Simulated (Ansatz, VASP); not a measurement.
**Be in VASP and in Ansatz**

```
Be
1.0
     0.00000    2.41537    2.41537
     2.41537    0.00000    2.41537
     2.41537    2.41537    0.00000
Be
2
Direct
  0.00000 0.00000 0.00000
  0.25000 0.25000 0.25000
```

Change from the starting cell: volume scaled by 0.96, PAW files.

Alike in both runs: task electric field gradients; functional PBE; k mesh 13 × 13 × 13; occupations fermi-dirac, width 0.08 eV; no spin polarisation.

|  | VASP | Ansatz |
| --- | --- | --- |
| version | VASP 6.6.1 | Ansatz 0.2.0 |
| potentials or method | VASP PAW PBE potentials, release 64 (Be) | PAW with Ansatz's default frozen-core files, scalar-relativistic |
| plane-wave cutoff (eV) | 520 | 420 |
| valence electrons in the cell | 4 | 4 |

```tsv
	VASP	Ansatz	Ansatz less VASP
pressure (GPa)	2.0	1.9	-0.04
```

With one functional, cell and mesh, what is left measures potentials, basis and numerics.
